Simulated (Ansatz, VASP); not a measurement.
**SiO2: VASP beside Ansatz**

File INCAR:

```
SYSTEM = SiO2
PREC     = Accurate       ! precision mode
ENCUT    = 520            ! plane-wave cutoff, eV
EDIFF    = 1E-6           ! SCF threshold, eV
ISMEAR   = 0              ! smearing method
SIGMA    = 0.01           ! smearing width, eV
LREAL    = .False.        ! projectors in reciprocal space
LASPH    = .True.         ! aspherical terms in the spheres
NELM     = 60             ! most SCF steps
ALGO     = Normal         ! electronic algorithm
ISIF     = 2              ! what is computed and relaxed
LWAVE    = .False.        ! write WAVECAR
LCHARG   = .False.        ! write CHGCAR
GGA      = PE             ! functional
NBANDS   = 25             ! bands
```

Contents of KPOINTS:

```
Automatic mesh
0
Gamma
  4 4 4
  0 0 0
```

Contents of POSCAR:

```
SiO2
1.0
    4.1773000000      0.0000000000      0.0000000000
    0.0000000000      4.1773000000      0.0000000000
    0.0000000000      0.0000000000      2.6652000000
Si O
2 4
Direct
    0.0000000000      0.0000000000      0.0000000000
    0.5000000000      0.5000000000      0.5000000000
    0.3059000000      0.3059000000      0.0000000000
    0.1941000000      0.8059000000      0.5000000000
    0.6941000000      0.6941000000      0.0000000000
    0.8059000000      0.1941000000      0.5000000000
```

Input for Ansatz:

```yaml
crystal:
  lattice:
    - [4.1773, 0.0, 0.0]
    - [0.0, 4.1773, 0.0]
    - [0.0, 0.0, 2.6652]
  atoms:
    - { symbol: Si, position: [0.0, 0.0, 0.0] }
    - { symbol: Si, position: [0.5, 0.5, 0.5] }
    - { symbol: O, position: [0.3059, 0.3059, 0.0] }
    - { symbol: O, position: [0.1941, 0.8059, 0.5] }
    - { symbol: O, position: [0.6941, 0.6941, 0.0] }
    - { symbol: O, position: [0.8059, 0.1941, 0.5] }
basis:
  ecutwfc: 517.016338673772
kpoints:
  mp_grid:
    grid: [4, 4, 4]
hamiltonian:
  xc: pbe
scf:
  occupations:
    method: fixed
output:
  stress: true
```

Alike in both runs: task single point; functional PBE; k mesh 4 × 4 × 4; no spin polarisation.

|  | VASP | Ansatz |
| --- | --- | --- |
| version | VASP 6.6.1 | Ansatz 0.2.0 |
| potentials or method | VASP PAW PBE potentials, release 64 (Si, O), cutoff 520 eV | plane waves, PAW |
| occupations | gaussian, width 0.01 eV | fixed |
| valence electrons in the cell | 32 | 32 |

|  | VASP | Ansatz | Ansatz less VASP |
| --- | --- | --- | --- |
| pressure (GPa) | 11.4 | 11.3 | -0.14 |
| traceless stress, the component that is largest in VASP (GPa) | 1.83 | 1.38 | -0.449 |

The k mesh is coarse, so the values compare programs but aren't converged.
